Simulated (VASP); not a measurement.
# Ag (P6_3/mmc) in VASP: a series of runs

Runs on Ag. Level: LDA. Tasks: single point.

Program: VASP 6.6.1. These are calculated values, not measurements. Logs are shortened: lines on timing, memory, paths and dates and some standing lists are left out, and cuts for length are marked.

## 1. The cell of the first run

The structure is hexagonal, space group P6_3/mmc (No. 194). Conventional cell: a = 2.896 Å, b = 2.896 Å, c = 10.033 Å, α = 90.00°, β = 90.00°, γ = 120.00°. Ag (site symmetry -6m2) has 12 Ag at 2.90 to 3.01 Å within 3.8 Å. Within 3.8 Å of Ag (site symmetry -3m) lie 12 Ag at 2.90 to 3.01 Å.

This isn't the form of Ag at room conditions, which is fcc.

## 2. Single point, LDA (18.22 Å³/atom)

Input file INCAR:

```
PREC = Accurate
ENCUT = 520
EDIFF = 1E-6
ISMEAR = -1
SIGMA = 0.08
LREAL = F
LASPH = T
NELM = 100
ALGO = Normal
ISIF = 2
LWAVE = F
LCHARG = T
GGA = CA
LELF = T
LVHAR = T
NBANDS = 30
```

Input file KPOINTS:

```
regular mesh
0
Gamma
  14 14 4
```

Input file POSCAR:

```
Ag
1.0
    2.8957876797      0.0000000000      0.0000000000
   -1.4478938399      2.5078256947      0.0000000000
    0.0000000000      0.0000000000     10.0332228354
Ag
4
Direct
    0.3333333333      0.6666666667      0.2500000000
    0.6666666667      0.3333333333      0.7500000000
    0.0000000000      0.0000000000      0.0000000000
    0.0000000000      0.0000000000      0.5000000000
```

Potentials or basis: VASP PAW LDA potentials, release 64 (Ag).

On the command line:

```
$ cat potpaw_LDA.64/Ag/POTCAR > POTCAR
$ mpirun -np 1 vasp_std > vasp.out
```

OUTCAR:

```text
PREC = Accurate
   ENCUT = 520
   EDIFF = 1E-6
   ISMEAR = -1
   LREAL = F
   LASPH = T
   NELM = 100
   ISIF = 2
   GGA = CA

 ion  position               nearest neighbor table
   1  0.333  0.667  0.250-   3 3.01   4 3.01   3 3.01   4 3.01   3 3.01   4 3.01
   2  0.667  0.333  0.750-   3 3.01   4 3.01   3 3.01   4 3.01   3 3.01   4 3.01
   3  0.000  0.000  0.000-   1 3.01   2 3.01   2 3.01   1 3.01   2 3.01   1 3.01
   4  0.000  0.000  0.500-   1 3.01   2 3.01   2 3.01   1 3.01   2 3.01   1 3.01

  LATTYP: Found a hexagonal cell.
 ALAT       =     2.8957876797
 C/A-ratio  =     3.4647646669

  Lattice vectors:

 A1 = (   2.8957876797,   0.0000000000,   0.0000000000)
 A2 = (  -1.4478938399,   2.5078256947,   0.0000000000)
 A3 = (   0.0000000000,   0.0000000000,  10.0332228354)

Analysis of symmetry for initial positions (statically):
=====================================================================
 Subroutine PRICEL returns:
 Original cell was already a primitive cell.

 Routine SETGRP: Setting up the symmetry group for a
 hexagonal supercell.

 Subroutine GETGRP returns: Found 24 space group operations
 (whereof 12 operations were pure point group operations)
 out of a pool of 24 trial point group operations.

The static configuration has the point symmetry D_3d.
 The point group associated with its full space group is D_6h.

Analysis of symmetry for dynamics (positions and initial velocities):
=====================================================================
 Subroutine PRICEL returns:
 Original cell was already a primitive cell.

 Routine SETGRP: Setting up the symmetry group for a
 hexagonal supercell.

 Subroutine GETGRP returns: Found 24 space group operations
 (whereof 12 operations were pure point group operations)
 out of a pool of 24 trial point group operations.

The dynamic configuration has the point symmetry D_3d.
 The point group associated with its full space group is D_6h.

 Subroutine INISYM returns: Found 24 space group operations
 (whereof 12 operations are pure point group operations),
 and found     1 'primitive' translations

----------------------------------------------------------------------------------------

                                     Primitive cell

  volume of cell :      72.8626

  direct lattice vectors                    reciprocal lattice vectors
     2.895787680  0.000000000  0.000000000     0.345329185  0.199375898  0.000000000
    -1.447893840  2.507825695  0.000000000     0.000000000  0.398751796  0.000000000
     0.000000000  0.000000000 10.033222835     0.000000000  0.000000000  0.099668872

  length of vectors
     2.895787680  2.895787680 10.033222835     0.398751796  0.398751796  0.099668872

  position of ions in fractional coordinates (direct lattice)
     0.333333333  0.666666667  0.250000000
     0.666666667  0.333333333  0.750000000
     0.000000000  0.000000000  0.000000000
     0.000000000  0.000000000  0.500000000

  ion indices of the primitive-cell ions
   primitive index   ion index
                 1           1
                 2           2
                 3           3
                 4           4

----------------------------------------------------------------------------------------

 KPOINTS: regular mesh

Automatic generation of k-mesh.
 Grid dimensions read from file:
 generate k-points for:   14   14    4

 Generating k-lattice:

  Cartesian coordinates                     Fractional coordinates (reciprocal lattice)
     0.024666370  0.014241136  0.000000000     0.071428571 -0.000000000  0.000000000
     0.000000000  0.028482271  0.000000000     0.000000000  0.071428571  0.000000000
     0.000000000  0.000000000  0.024917218     0.000000000  0.000000000  0.250000000

  Length of vectors
     0.028482271  0.028482271  0.024917218

  Shift w.r.t. Gamma in fractional coordinates (k-lattice)
     0.000000000  0.000000000  0.000000000

 Subroutine IBZKPT returns following result:
 ===========================================

 Found     72 irreducible k-points:

 Following reciprocal coordinates:
            Coordinates               Weight
  0.000000  0.000000  0.000000      1.000000
  0.071429  0.000000  0.000000      6.000000
  0.142857  0.000000  0.000000      6.000000
  0.214286  0.000000  0.000000      6.000000
  0.285714  0.000000  0.000000      6.000000
  0.357143  0.000000  0.000000      6.000000
[... 16 lines left out ...]
  0.285714  0.285714  0.000000      6.000000
  0.357143  0.285714  0.000000      6.000000
 [... further k-points ...]
   k-points           NKPTS =     72   k-points in BZ     NKDIM =     72   number of bands    NBANDS=     30
   number of dos      NEDOS =    301   number of ions     NIONS =      4
   total plane-waves  NPLWV =  46080
   dimension x,y,z NGX =    24 NGY =   24 NGZ =   80
   dimension x,y,z NGXF=    48 NGYF=   48 NGZF=  160
   ions per type =               4
   NGX,Y,Z   is equivalent  to a cutoff of  13.78, 13.78, 13.26 a.u.
   NGXF,Y,Z  is equivalent  to a cutoff of  27.56, 27.56, 26.51 a.u.
 SYSTEM =  unknown system
   PREC   = accura    normal or accurate (medium, high low for compatibility)
   ISTART =      0    job   : 0-new  1-cont  2-samecut
   ICHARG =      2    charge: 1-file 2-atom 10-const
   ISPIN  =      1    spin polarized calculation?
   LNONCOLLINEAR =      F non collinear calculations
   LSORBIT =      F    spin-orbit coupling
   LASPH  =      T    aspherical Exc in radial PAW
   ENCUT  =  520.0 eV  38.22 Ry    6.18 a.u.   5.38  5.38 18.66*2*pi/ulx,y,z
   NELM   =    100;   NELMIN=  2; NELMDL= -5     # of ELM steps
   EDIFF  = 0.1E-05   stopping-criterion for ELM
   LREAL  =      F    real-space projection
   EDIFFG = 0.1E-04   stopping-criterion for IOM
   NSW    =      0    number of steps for IOM
   IBRION =     -1    ionic relax: 0-MD 1-quasi-New 2-CG
   NFREE  =      0    steps in history (QN), initial steepest desc. (CG)
   ISIF   =      2    stress and relaxation
   ISYM   =      2    0-nonsym 1-usesym 2-fastsym
   POTIM  = 0.5000    time-step for ionic-motion
   TEBEG  =    0.0;   TEEND  =   0.0 temperature during run
   PSTRESS=    0.0 pullay stress
   NELECT =      44.0000    total number of electrons
   NUPDOWN=      -1.0000    fix difference up-down
   EMIN   =  10.00;   EMAX   =-10.00  energy-range for DOS
   EFERMI =   0.00;   METHOD = LEGACY
   ISMEAR =    -1;   SIGMA  =   0.08  broadening in eV -4-tet -1-fermi 0-gaus
   EFERMI_NEDOS =   21; number of points for ismear=-14 and -15
   IALGO  =     38    algorithm
   IMIX   =      4    mixing-type and parameters
     AMIX     =   0.40;   BMIX     =  1.00
     AMIX_MAG =   1.60;   BMIX_MAG =  1.00
  volume/ion in A,a.u.               =      18.22       122.93
  Fermi-wavevector in a.u.,A,eV,Ry     =   1.383750  2.614908 26.051937  1.914763
  Thomas-Fermi vector in A             =   2.508318
   LORBIT       =      0    0 simple, 1 ext, 2 COOP (PROOUT), +10 PAW based schemes
   GGA     = CA    functional components
   LHFCALC =     F    Hartree Fock is set to
   AEXX    =    0.0000 exact exchange contribution
   IVDW    =     0    specifies the selected vdW correction
   LEPSILON=     F    determine dielectric tensor
   LRPA    =     F    only Hartree local field effects (RPA)
 non-spin polarized calculation
  energy-cutoff  :      520.00
  volume of cell :       72.86
 maximum number of plane-waves:      2005
 NGX is ok and might be reduce to    24
   NGX = 11   NGY = 11   NGZ = 37

 number of electron      43.9999996 magnetization

 Free energy of the ion-electron system (eV)
  ---------------------------------------------------
  ext. energy  EPLUGINS =         0.00000000
  ---------------------------------------------------
  free energy    TOTEN  =       -14.71363125 eV

  energy without entropy =      -14.68573223  energy(sigma->0) =      -14.69968174

 E-fermi :   7.2138     XC(G=0): -12.1953

 val. band max:        7.1696259034   @ k =   0.2143   0.0714   0.5000
 cond. band min:       7.2147842267   @ k =   0.3571   0.1429   0.5000
 fundamental gap:      0.0451583233
 Fermi energy:         7.2138453380

 k-point     1 :       0.0000    0.0000    0.0000
  band No.  band energies     occupation
      1      -0.1059      2.00000
      2       1.0617      2.00000
      3       1.0643      2.00000
      4       1.1792      2.00000
      5       2.4826      2.00000
      6       2.7228      2.00000
[... 22 lines left out ...]
     29      23.0179      0.00000
     30      23.9562      0.00000

 k-point     2 :       0.0714    0.0000    0.0000
  band No.  band energies     occupation
      1       0.0361      2.00000
      2       1.1882      2.00000
      3       1.1897      2.00000
      4       1.2703      2.00000
      5       2.5076      2.00000
      6       2.6429      2.00000
[... 22 lines left out ...]
     29      22.8790      0.00000
     30      23.4049      0.00000

 k-point     3 :       0.1429    0.0000    0.0000
  band No.  band energies     occupation
      1       0.4405      2.00000
      2       1.4820      2.00000
      3       1.5176      2.00000
      4       1.5369      2.00000
      5       2.3935      2.00000
      6       2.5043      2.00000
[... 22 lines left out ...]
     29      21.8743      0.00000
     30      21.8970      0.00000

 k-point     4 :       0.2143    0.0000    0.0000
  band No.  band energies     occupation
      1       1.0067      2.00000
      2       1.6462      2.00000
      3       1.7783      2.00000
      4       1.8617      2.00000
      5       2.1870      2.00000
      6       2.2661      2.00000
[... 616 lines left out ...]
     29      15.0865      0.00000
     30      15.6165      0.00000

 k-point    23 :       0.2857    0.2857    0.0000
  band No.  band energies     occupation
      1       1.8849      2.00000
      2       1.8957      2.00000
      3       1.9279      2.00000
      4       2.1544      2.00000
      5       2.2359      2.00000
      6       2.3592      2.00000
[... 22 lines left out ...]
     29      13.7626      0.00000
     30      14.4814      0.00000

 k-point    24 :       0.3571    0.2857    0.0000
  band No.  band energies     occupation
      1       1.8763      2.00000
      2       1.9792      2.00000
      3       2.0872      2.00000
      4       2.1445      2.00000
      5       2.1821      2.00000
      6       2.2809      2.00000
[... 22 lines left out ...]
     29      13.6904      0.00000
     30      15.8217      0.00000

 [... further k-points ...]

------------------------ aborting loop because EDIFF is reached ----------------------------------------

  FORCE on cell =-STRESS in cart. coord.  units (eV):
  Direction    XX          YY          ZZ          XY          YZ          ZX
  --------------------------------------------------------------------------------------
  -------------------------------------------------------------------------------------
  Total       -4.7930496     -4.7930496     -6.3831653      0.0000000     -0.0000000      0.0000000
  in kB     -105.3945077   -105.3945077   -140.3596087      0.0000000     -0.0000000      0.0000000
  external PRESSURE =    -117.0495413 kB  Pullay stress =       0.0000000 kB

 VOLUME and BASIS-vectors are now :
 -----------------------------------------------------------------------------
  energy-cutoff  :      520.00
  volume of cell :       72.86
      direct lattice vectors                 reciprocal lattice vectors
     2.895787680  0.000000000  0.000000000     0.345329185  0.199375898  0.000000000
    -1.447893840  2.507825695  0.000000000     0.000000000  0.398751796  0.000000000
     0.000000000  0.000000000 10.033222835     0.000000000  0.000000000  0.099668872

 POSITION                                       TOTAL-FORCE (eV/Angst)
 -----------------------------------------------------------------------------------
     -0.00000      1.67188      2.50831         0.000000      0.000000     -0.000000
      1.44789      0.83594      7.52492        -0.000000     -0.000000      0.000000
      0.00000      0.00000      0.00000        -0.000000      0.000000      0.000000
      0.00000      0.00000      5.01661        -0.000000      0.000000      0.000000
 -----------------------------------------------------------------------------------
    total drift:                               -0.000000      0.000000     -0.000000

  FREE ENERGIE OF THE ION-ELECTRON SYSTEM (eV)
  ---------------------------------------------------
  free  energy   TOTEN  =       -14.7136312537 eV

  energy  without entropy=      -14.6857322324  energy(sigma->0) =      -14.69968174
```

It took 45 s on 1 thread of Intel Xeon 6975P-C (Granite Rapids), shared host; peak memory 0.24 GiB.

What came out:

* Free energy: -14.7136 eV
* Pressure: -11.7 GPa
* Band gap on the k mesh: zero (bands 22 and 23 overlap by 6.00 eV)

Stress tensor (GPa, compression positive):
```
-10.54   0.00   0.00
  0.00 -10.54   0.00
  0.00   0.00 -14.04
```

Levels at points of the mesh, in eV from the Fermi level:
| k point | band 18 | band 19 | band 20 | band 21 | band 22 | band 23 | band 24 | band 25 | band 26 | band 27 |
| --- | --- | --- | --- | --- | --- | --- | --- | --- | --- | --- |
| (0.00, 0.00, 0.00) | -3.35 | -3.35 | -3.25 | -3.25 | -2.93 | -2.93 | -0.59 | 2.50 | 9.44 | 9.45 |
| (0.50, 0.00, 0.00) | -2.68 | -2.67 | -2.64 | 0.09 | 0.89 | 1.15 | 1.65 | 4.15 | 4.17 | 6.70 |
| (0.00, 0.00, 0.50) | -3.53 | -3.05 | -3.05 | -3.05 | -3.05 | -2.52 | -2.52 | 5.19 | 5.19 | 13.74 |
| (0.50, 0.00, 0.50) | -2.71 | -2.65 | -2.65 | 0.45 | 0.45 | 1.50 | 1.50 | 4.49 | 4.49 | 5.95 |

Caveat: the cell stands under tension.

## 3. Single point, LDA (18.40 Å³/atom)

This run uses another cell than the first one, of 18.40 Å³/atom.

Input file INCAR:

```
ALGO     = Normal         # electronic algorithm
EDIFF    = 1E-6           # SCF threshold, eV
ENCUT    = 520            # plane-wave cutoff, eV
ISIF     = 2              # what is computed and relaxed
ISMEAR   = -1             # smearing method
LASPH    = T              # aspherical terms in the spheres
LCHARG   = T              # write CHGCAR
LELF     = T              # ELF
LREAL    = F              # projectors in reciprocal space
LVHAR    = T            
LWAVE    = F              # write WAVECAR
NBANDS   = 30             # bands
NELM     = 100            # most SCF steps
PREC     = Accurate       # precision mode
SIGMA    = 0.08           # smearing width, eV
```

Input file KPOINTS:

```
k-points
0
Gamma
  14 14 4
```

Input file POSCAR:

```
Ag
1.0
    2.9053133657      0.0000000000      0.0000000000
   -1.4526566828      2.5160751807      0.0000000000
    0.0000000000      0.0000000000     10.0662270956
Ag
4
Direct
    0.3333333333      0.6666666667      0.2500000000
    0.6666666667      0.3333333333      0.7500000000
    0.0000000000      0.0000000000      0.0000000000
    0.0000000000      0.0000000000      0.5000000000
```

Potentials or basis: VASP PAW LDA potentials, release 64 (Ag).

On the command line:

```
$ cat potpaw_LDA.64/Ag/POTCAR > POTCAR
$ mpirun -np 1 vasp_std > vasp.out
```

OUTCAR:

```text
EDIFF = 1E-6
   ENCUT = 520
   ISIF = 2
   ISMEAR = -1
   LASPH = T
   LREAL = F
   NELM = 100
   PREC = Accurate

 ion  position               nearest neighbor table
   1  0.333  0.667  0.250-   3 3.02   4 3.02   3 3.02   4 3.02   3 3.02   4 3.02
   2  0.667  0.333  0.750-   3 3.02   4 3.02   3 3.02   4 3.02   3 3.02   4 3.02
   3  0.000  0.000  0.000-   1 3.02   2 3.02   2 3.02   1 3.02   2 3.02   1 3.02
   4  0.000  0.000  0.500-   1 3.02   2 3.02   2 3.02   1 3.02   2 3.02   1 3.02

  LATTYP: Found a hexagonal cell.
 ALAT       =     2.9053133657
 C/A-ratio  =     3.4647646668

  Lattice vectors:

 A1 = (   2.9053133657,   0.0000000000,   0.0000000000)
 A2 = (  -1.4526566828,   2.5160751807,   0.0000000000)
 A3 = (   0.0000000000,   0.0000000000,  10.0662270956)

Analysis of symmetry for initial positions (statically):
=====================================================================
 Subroutine PRICEL returns:
 Original cell was already a primitive cell.

 Routine SETGRP: Setting up the symmetry group for a
 hexagonal supercell.

 Subroutine GETGRP returns: Found 24 space group operations
[... 170 lines left out ...]

 E-fermi :   7.0858     XC(G=0): -12.1387

 val. band max:        7.0840295686   @ k =   0.3571   0.1429   0.5000
 cond. band min:       7.0902224981   @ k =   0.3571  -0.0000   0.2500
 fundamental gap:      0.0061929295
 Fermi energy:         7.0858094347

 k-point     1 :       0.0000    0.0000    0.0000
  band No.  band energies     occupation
      1      -0.1655      2.00000
      2       0.9922      2.00000
      3       0.9945      2.00000
      4       1.1081      2.00000
      5       2.3908      2.00000
      6       2.6269      2.00000
[... 781 lines left out ...]
     29      13.5128      0.00000
     30      15.6273      0.00000

 [... further k-points ...]

------------------------ aborting loop because EDIFF is reached ----------------------------------------

  FORCE on cell =-STRESS in cart. coord.  units (eV):
  Direction    XX          YY          ZZ          XY          YZ          ZX
  --------------------------------------------------------------------------------------
  -------------------------------------------------------------------------------------
  Total       -5.1462887     -5.1462887     -6.6503798     -0.0000000      0.0000000     -0.0000000
  in kB     -112.0524633   -112.0524633   -144.8017167     -0.0000000      0.0000000     -0.0000000
  external PRESSURE =    -122.9688811 kB  Pullay stress =       0.0000000 kB

 VOLUME and BASIS-vectors are now :
 -----------------------------------------------------------------------------
  energy-cutoff  :      520.00
  volume of cell :       73.58
      direct lattice vectors                 reciprocal lattice vectors
     2.905313366  0.000000000  0.000000000     0.344196950  0.198722202  0.000000000
    -1.452656683  2.516075181  0.000000000     0.000000000  0.397444404  0.000000000
     0.000000000  0.000000000 10.066227096     0.000000000  0.000000000  0.099342086

 POSITION                                       TOTAL-FORCE (eV/Angst)
 -----------------------------------------------------------------------------------
     -0.00000      1.67738      2.51656        -0.000000     -0.000000      0.000000
      1.45266      0.83869      7.54967         0.000000      0.000000      0.000000
      0.00000      0.00000      0.00000         0.000000      0.000000      0.000000
      0.00000      0.00000      5.03311         0.000000      0.000000      0.000000
 -----------------------------------------------------------------------------------
    total drift:                               -0.000000      0.000000     -0.000000

  FREE ENERGIE OF THE ION-ELECTRON SYSTEM (eV)
  ---------------------------------------------------
  free  energy   TOTEN  =       -14.6599127100 eV

  energy  without entropy=      -14.6322254432  energy(sigma->0) =      -14.64606908
```

It took 44 s on 1 thread of Intel Xeon 6975P-C (Granite Rapids), shared host; peak memory 0.25 GiB.

What came out:

| Property | Result |
| --- | --- |
| Free energy | -14.6599 eV |
| Pressure | -12.3 GPa |
| Band gap on the k mesh | zero (bands 22 and 23 overlap by 5.97 eV) |

Levels at points of the mesh, in eV from the Fermi level:
```tsv
k point	band 18	band 19	band 20	band 21	band 22	band 23	band 24	band 25	band 26	band 27
(0.00, 0.00, 0.00)	-3.34	-3.34	-3.23	-3.23	-2.93	-2.93	-0.56	2.46	9.38	9.38
(0.50, 0.00, 0.00)	-2.68	-2.67	-2.64	0.10	0.90	1.14	1.64	4.10	4.12	6.65
(0.00, 0.00, 0.50)	-3.51	-3.04	-3.04	-3.04	-3.04	-2.49	-2.49	5.14	5.14	13.67
(0.50, 0.00, 0.50)	-2.71	-2.65	-2.65	0.45	0.45	1.49	1.49	4.44	4.44	5.89
```

Caveat: the cell stands under tension.

(Part 1 of 2 ends here.)

The gap in the log of VASP goes by the Fermi energy; the results here count the filled bands.